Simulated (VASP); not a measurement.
# TiAl3 (P4mm) in VASP: single point with PBEsol

Aim: the single point of TiAl3 with PBEsol.

Everything below comes from runs of VASP 6.6.1. Logs are shortened: lines on timing, memory, paths and dates and some standing lists are left out, and cuts for length are marked.

## Step 1: The cell of the first run

The structure is tetragonal, space group P4mm (No. 99). Conventional cell: a = 3.948 Å, b = 3.948 Å, c = 11.695 Å, α = 90.00°, β = 90.00°, γ = 90.00°. Ti (site symmetry 4mm) has 12 Al at 2.79 Å and 6 Ti at 3.80 to 3.95 Å within 4.0 Å. Ti (site symmetry 4mm) has 12 Al at 2.79 Å within 3.7 Å. Ti (site symmetry 4mm) has 12 Al at 2.69 to 2.79 Å within 3.5 Å. Al (site symmetry 2mm) has 4 Ti at 2.69 to 2.79 Å and 8 Al at 2.69 to 2.79 Å within 3.5 Å. Al (site symmetry 2mm) has 4 Ti at 2.79 Å and 8 Al at 2.79 Å within 3.7 Å. Al (site symmetry 2mm) has 4 Ti at 2.79 Å and 14 Al at 2.79 to 3.95 Å within 4.0 Å. Within 3.5 Å of Al (site symmetry 4mm) lie 8 Al at 2.69 to 2.79 Å and 4 Ti at 2.79 Å. Al (site symmetry 4mm) has 14 Al at 2.79 to 3.95 Å and 4 Ti at 2.79 Å within 4.0 Å.

## Step 2: Single point, PBEsol (the distance across one plane changed)

The input, INCAR:

```
  PREC = Accurate
  ENCUT = 500
  EDIFF = 1E-6
  ISMEAR = 0
  SIGMA = 0.15
  LREAL = False
  LASPH = True
  NELM = 120
  ALGO = Normal
  ISIF = 2
  LWAVE = False
  LCHARG = False
  GGA = PS
  NBANDS = 44
  GGA_COMPAT = False
```

The input, KPOINTS:

```
Automatic mesh
0
Gamma
  12 12 4
```

The input, POSCAR:

```
TiAl3
1.0
    0.0000000000     -3.9483448101      0.0000000000
    0.0000000000      0.0000000000     -3.9483448101
   11.6950344303      0.0000000000      0.0000000000
Ti Al
3 9
Direct
    0.0000000000      1.0000000000      0.2531896086
    0.0000000000      1.0000000000      0.5907982607
    0.0000000000      1.0000000000      0.9284069128
    0.5000000000      0.0000000000      0.0843852826
    0.5000000000      0.0000000000      0.4219939347
    0.5000000000      0.0000000000      0.7596025868
    0.0000000000      0.5000000000      0.0843852826
    0.0000000000      0.5000000000      0.4219939347
    0.0000000000      0.5000000000      0.7596025868
    0.5000000000      0.5000000000      0.9284069128
    0.5000000000      0.5000000000      0.2531896086
    0.5000000000      0.5000000000      0.5907982607
```

Potentials or basis: VASP PAW PBE potentials, release 64 (Ti_sv, Al).

The run is started by

```sh
> cat potpaw_PBE.64/Ti_sv/POTCAR potpaw_PBE.64/Al/POTCAR > POTCAR
> mpirun -np 1 vasp_std > vasp.out
```

OUTCAR:

```text
PREC = Accurate
   ENCUT = 500
   EDIFF = 1E-6
   ISMEAR = 0
   LREAL = False
   LASPH = True
   NELM = 120
   ISIF = 2
   GGA = PS

 ion  position               nearest neighbor table
   1  0.000  0.000  0.253-   4 2.79   7 2.79   7 2.79   4 2.79  11 2.79  11 2.79  11 2.79  11 2.79
                             8 2.79   5 2.79   8 2.79   5 2.79
   2  0.000  0.000  0.591-   5 2.79   8 2.79   8 2.79   5 2.79  12 2.79  12 2.79  12 2.79  12 2.79
                             9 2.79   6 2.79   9 2.79   6 2.79
   3  0.000  0.000  0.928-   4 2.69   7 2.69   7 2.69   4 2.69   6 2.79   9 2.79   9 2.79   6 2.79
                            10 2.79  10 2.79  10 2.79  10 2.79
   4  0.500  0.000  0.084-   3 2.69  10 2.69  10 2.69   3 2.69   1 2.79  11 2.79   1 2.79  11 2.79
                             7 2.79   7 2.79   7 2.79   7 2.79
   5  0.500  0.000  0.422-   2 2.79  12 2.79  12 2.79   2 2.79   8 2.79   8 2.79   8 2.79   8 2.79
                             1 2.79  11 2.79  11 2.79   1 2.79
   6  0.500  0.000  0.760-   3 2.79  10 2.79  10 2.79   3 2.79   9 2.79   9 2.79   9 2.79   9 2.79
                             2 2.79   2 2.79  12 2.79  12 2.79
   7  0.000  0.500  0.084-   3 2.69  10 2.69   3 2.69  10 2.69   1 2.79   1 2.79  11 2.79  11 2.79
                             4 2.79   4 2.79   4 2.79   4 2.79
   8  0.000  0.500  0.422-   2 2.79  12 2.79   2 2.79  12 2.79   5 2.79   5 2.79   5 2.79   5 2.79
                             1 2.79  11 2.79  11 2.79   1 2.79
   9  0.000  0.500  0.760-   3 2.79  10 2.79   3 2.79  10 2.79   6 2.79   6 2.79   6 2.79   6 2.79
                             2 2.79   2 2.79  12 2.79  12 2.79
  10  0.500  0.500  0.928-   4 2.69   7 2.69   4 2.69   7 2.69   6 2.79   6 2.79   9 2.79   9 2.79
                             3 2.79   3 2.79   3 2.79   3 2.79
  11  0.500  0.500  0.253-   4 2.79   7 2.79   4 2.79   7 2.79   1 2.79   1 2.79   1 2.79   1 2.79
                             5 2.79   8 2.79   8 2.79   5 2.79
  12  0.500  0.500  0.591-   5 2.79   8 2.79   5 2.79   8 2.79   2 2.79   2 2.79   2 2.79   2 2.79
                             6 2.79   9 2.79   9 2.79   6 2.79

  LATTYP: Found a simple tetragonal cell.
 ALAT       =     3.9483448101
 C/A-ratio  =     2.9620093970

  Lattice vectors:

 A1 = (   0.0000000000,  -3.9483448101,   0.0000000000)
 A2 = (   0.0000000000,   0.0000000000,  -3.9483448101)
 A3 = (  11.6950344303,   0.0000000000,   0.0000000000)

Analysis of symmetry for initial positions (statically):
=====================================================================
 Subroutine PRICEL returns:
 Original cell was already a primitive cell.

 Routine SETGRP: Setting up the symmetry group for a
 simple tetragonal supercell.

 Subroutine GETGRP returns: Found  8 space group operations
 (whereof  8 operations were pure point group operations)
 out of a pool of 16 trial point group operations.

The static configuration has the point symmetry C_4v.

Analysis of symmetry for dynamics (positions and initial velocities):
=====================================================================
 Subroutine PRICEL returns:
 Original cell was already a primitive cell.

 Routine SETGRP: Setting up the symmetry group for a
 simple tetragonal supercell.

 Subroutine GETGRP returns: Found  8 space group operations
 (whereof  8 operations were pure point group operations)
 out of a pool of 16 trial point group operations.

The dynamic configuration has the point symmetry C_4v.

 Subroutine INISYM returns: Found  8 space group operations
 (whereof  8 operations are pure point group operations),
 and found     1 'primitive' translations

----------------------------------------------------------------------------------------

                                     Primitive cell

  volume of cell :     182.3189

  direct lattice vectors                    reciprocal lattice vectors
     0.000000000 -3.948344810  0.000000000     0.000000000 -0.253270686  0.000000000
     0.000000000  0.000000000 -3.948344810     0.000000000  0.000000000 -0.253270686
    11.695034430  0.000000000  0.000000000     0.085506375  0.000000000  0.000000000

  length of vectors
     3.948344810  3.948344810 11.695034430     0.253270686  0.253270686  0.085506375

  position of ions in fractional coordinates (direct lattice)
     0.000000000  0.000000000  0.253189609
     0.000000000  0.000000000  0.590798261
     0.000000000  0.000000000  0.928406913
     0.500000000  0.000000000  0.084385283
     0.500000000  0.000000000  0.421993935
     0.500000000  0.000000000  0.759602587
     0.000000000  0.500000000  0.084385283
     0.000000000  0.500000000  0.421993935
     0.000000000  0.500000000  0.759602587
     0.500000000  0.500000000  0.928406913
     0.500000000  0.500000000  0.253189609
     0.500000000  0.500000000  0.590798261

  ion indices of the primitive-cell ions
   primitive index   ion index
                 1           1
                 2           2
                 3           3
                 4           4
                 5           5
                 6           6
                 7           7
                 8           8
                 9           9
                10          10
                11          11
                12          12

----------------------------------------------------------------------------------------

 KPOINTS: Automatic mesh

Automatic generation of k-mesh.
 Grid dimensions read from file:
 generate k-points for:   12   12    4

 Generating k-lattice:

  Cartesian coordinates                     Fractional coordinates (reciprocal lattice)
     0.000000000 -0.021105891  0.000000000     0.083333333  0.000000000  0.000000000
     0.000000000  0.000000000 -0.021105891     0.000000000  0.083333333  0.000000000
     0.021376594  0.000000000  0.000000000     0.000000000  0.000000000  0.250000000

  Length of vectors
     0.021105891  0.021105891  0.021376594

  Shift w.r.t. Gamma in fractional coordinates (k-lattice)
     0.000000000  0.000000000  0.000000000

 Subroutine IBZKPT returns following result:
 ===========================================

 Found     84 irreducible k-points:

 Following reciprocal coordinates:
            Coordinates               Weight
  0.000000  0.000000  0.000000      1.000000
  0.083333  0.000000  0.000000      4.000000
  0.166667  0.000000  0.000000      4.000000
  0.250000  0.000000  0.000000      4.000000
  0.333333  0.000000  0.000000      4.000000
  0.416667  0.000000  0.000000      4.000000
[... 16 lines left out ...]
  0.333333  0.333333  0.000000      4.000000
  0.416667  0.333333  0.000000      8.000000
 [... further k-points ...]
   k-points           NKPTS =     84   k-points in BZ     NKDIM =     84   number of bands    NBANDS=     44
   number of dos      NEDOS =    301   number of ions     NIONS =     12
   total plane-waves  NPLWV =  81000
   dimension x,y,z NGX =    30 NGY =   30 NGZ =   90
   dimension x,y,z NGXF=    60 NGYF=   60 NGZF=  180
   ions per type =               3   9
   NGX,Y,Z   is equivalent  to a cutoff of  12.63, 12.63, 12.79 a.u.
   NGXF,Y,Z  is equivalent  to a cutoff of  25.26, 25.26, 25.59 a.u.
 SYSTEM =  unknown system
   PREC   = accura    normal or accurate (medium, high low for compatibility)
   ISTART =      0    job   : 0-new  1-cont  2-samecut
   ICHARG =      2    charge: 1-file 2-atom 10-const
   ISPIN  =      1    spin polarized calculation?
   LNONCOLLINEAR =      F non collinear calculations
   LSORBIT =      F    spin-orbit coupling
   LASPH  =      T    aspherical Exc in radial PAW
   ENCUT  =  500.0 eV  36.75 Ry    6.06 a.u.   7.20  7.20 21.32*2*pi/ulx,y,z
   NELM   =    120;   NELMIN=  2; NELMDL= -5     # of ELM steps
   EDIFF  = 0.1E-05   stopping-criterion for ELM
   LREAL  =      F    real-space projection
   EDIFFG = 0.1E-04   stopping-criterion for IOM
   NSW    =      0    number of steps for IOM
   IBRION =     -1    ionic relax: 0-MD 1-quasi-New 2-CG
   NFREE  =      0    steps in history (QN), initial steepest desc. (CG)
   ISIF   =      2    stress and relaxation
   ISYM   =      2    0-nonsym 1-usesym 2-fastsym
   POTIM  = 0.5000    time-step for ionic-motion
   TEBEG  =    0.0;   TEEND  =   0.0 temperature during run
   PSTRESS=    0.0 pullay stress
   NELECT =      63.0000    total number of electrons
   NUPDOWN=      -1.0000    fix difference up-down
   EMIN   =  10.00;   EMAX   =-10.00  energy-range for DOS
   EFERMI =   0.00;   METHOD = LEGACY
   ISMEAR =     0;   SIGMA  =   0.15  broadening in eV -4-tet -1-fermi 0-gaus
   EFERMI_NEDOS =   21; number of points for ismear=-14 and -15
   IALGO  =     38    algorithm
   IMIX   =      4    mixing-type and parameters
     AMIX     =   0.40;   BMIX     =  1.00
     AMIX_MAG =   1.60;   BMIX_MAG =  1.00
  volume/ion in A,a.u.               =      15.19       102.53
  Fermi-wavevector in a.u.,A,eV,Ry     =   1.148800  2.170917 17.956175  1.319742
  Thomas-Fermi vector in A             =   2.285473
   LORBIT       =      0    0 simple, 1 ext, 2 COOP (PROOUT), +10 PAW based schemes
   GGA     = PS    functional components
   LHFCALC =     F    Hartree Fock is set to
   AEXX    =    0.0000 exact exchange contribution
   IVDW    =     0    specifies the selected vdW correction
   LEPSILON=     F    determine dielectric tensor
   LRPA    =     F    only Hartree local field effects (RPA)
 non-spin polarized calculation
 Gauss-broadening in eV      SIGMA  =   0.15
  energy-cutoff  :      500.00
  volume of cell :      182.32
 maximum number of plane-waves:      4684
 NGX is ok and might be reduce to    30
   NGX = 15   NGY = 15   NGZ = 43

 number of electron      62.9999989 magnetization

 Free energy of the ion-electron system (eV)
  ---------------------------------------------------
  ext. energy  EPLUGINS =         0.00000000
  ---------------------------------------------------
  free energy    TOTEN  =       -66.29124697 eV

  energy without entropy =      -66.20892405  energy(sigma->0) =      -66.25008551

 E-fermi :   9.2484     XC(G=0): -10.9883

 val. band max:        9.2428244526   @ k =   0.5000   0.4167   0.2500
 cond. band min:       9.2516882223   @ k =   0.3333   0.0833   0.5000
 fundamental gap:      0.0088637697
 Fermi energy:         9.2483689126

 k-point     1 :       0.0000    0.0000    0.0000
  band No.  band energies     occupation
      1     -47.4603      2.00000
      2     -47.4541      2.00000
      3     -47.3719      2.00000
      4     -23.8818      2.00000
      5     -23.8692      2.00000
      6     -23.8685      2.00000
[... 35 lines left out ...]
     42      11.2637      0.00000
     43      11.3640      0.00000

 k-point     2 :       0.0833    0.0000    0.0000
  band No.  band energies     occupation
      1     -47.4602      2.00000
      2     -47.4540      2.00000
      3     -47.3718      2.00000
      4     -23.8816      2.00000
      5     -23.8700      2.00000
      6     -23.8691      2.00000
[... 35 lines left out ...]
     42      11.3929      0.00000
     43      11.4641      0.00000

 k-point     3 :       0.1667    0.0000    0.0000
  band No.  band energies     occupation
      1     -47.4601      2.00000
      2     -47.4538      2.00000
      3     -47.3717      2.00000
      4     -23.8812      2.00000
      5     -23.8738      2.00000
      6     -23.8688      2.00000
[... 919 lines left out ...]
      6     -23.8783      2.00000
[... 35 lines left out ...]
     42      11.3246      0.00000
     43      12.2149      0.00000

 k-point    24 :       0.4167    0.3333    0.0000
  band No.  band energies     occupation
      1     -47.4589      2.00000
      2     -47.4527      2.00000
      3     -47.3704      2.00000
      4     -23.8860      2.00000
      5     -23.8819      2.00000
      6     -23.8807      2.00000
[... 35 lines left out ...]
     42      11.1505      0.00000
     43      12.0653      0.00000

 [... further k-points ...]

 [bands above 43 left out]

------------------------ aborting loop because EDIFF is reached ----------------------------------------

  FORCE on cell =-STRESS in cart. coord.  units (eV):
  Direction    XX          YY          ZZ          XY          YZ          ZX
  --------------------------------------------------------------------------------------
  -------------------------------------------------------------------------------------
  Total        3.3055213      1.4385229      1.4385229      0.0000000      0.0000000      0.0000000
  in kB       29.0481781     12.6414154     12.6414154      0.0000000      0.0000000      0.0000000
  external PRESSURE =      18.1103363 kB  Pullay stress =       0.0000000 kB

 VOLUME and BASIS-vectors are now :
 -----------------------------------------------------------------------------
  energy-cutoff  :      500.00
  volume of cell :      182.32
      direct lattice vectors                 reciprocal lattice vectors
     0.000000000 -3.948344810  0.000000000     0.000000000 -0.253270686  0.000000000
     0.000000000  0.000000000 -3.948344810     0.000000000  0.000000000 -0.253270686
    11.695034430  0.000000000  0.000000000     0.085506375  0.000000000  0.000000000

 POSITION                                       TOTAL-FORCE (eV/Angst)
 -----------------------------------------------------------------------------------
      2.96106      0.00000      0.00000        -0.008920     -0.000000     -0.000000
      6.90941      0.00000      0.00000         0.006392     -0.000000     -0.000000
     10.85775      0.00000      0.00000        -0.739630     -0.000000      0.000000
      0.98689     -1.97417      0.00000         0.680575     -0.000000      0.000000
      4.93523     -1.97417      0.00000        -0.004920      0.000000      0.000000
      8.88358     -1.97417      0.00000        -0.041517     -0.000000     -0.000000
      0.98689      0.00000     -1.97417         0.680575     -0.000000      0.000000
      4.93523      0.00000     -1.97417        -0.004920     -0.000000      0.000000
      8.88358      0.00000     -1.97417        -0.041517     -0.000000     -0.000000
     10.85775     -1.97417     -1.97417        -0.603668     -0.000000      0.000000
      2.96106     -1.97417     -1.97417         0.075737     -0.000000      0.000000
      6.90941     -1.97417     -1.97417         0.001814     -0.000000      0.000000
 -----------------------------------------------------------------------------------
    total drift:                                0.000006      0.000000      0.000000

  FREE ENERGIE OF THE ION-ELECTRON SYSTEM (eV)
  ---------------------------------------------------
  free  energy   TOTEN  =       -66.2912469677 eV

  energy  without entropy=      -66.2089240458  energy(sigma->0) =      -66.25008551
```

It took 23 min on 1 thread of Oxide Virtual Turin-like, shared host; peak memory 0.55 GiB.

Results:

```
Free energy            : -66.2912 eV
Pressure               : 1.8 GPa
Largest force          : 0.740 eV/Å
Band gap on the k mesh : zero (an odd number of electrons rules out a gap without spin polarisation)
```

Forces on the atoms (eV/Å):
```
Ti  -0.009  0.000  0.000
Ti   0.006  0.000  0.000
Ti  -0.740  0.000  0.000
Al   0.681  0.000  0.000
Al  -0.005  0.000  0.000
Al  -0.042  0.000  0.000
Al   0.681  0.000  0.000
Al  -0.005  0.000  0.000
Al  -0.042  0.000  0.000
Al  -0.604  0.000  0.000
Al   0.076  0.000  0.000
Al   0.002  0.000  0.000
```

Caveat: the cell differs from its parent crystal (the distance across one plane changed); the PAW data sets were made with another functional, which shifts forces and pressure a little.
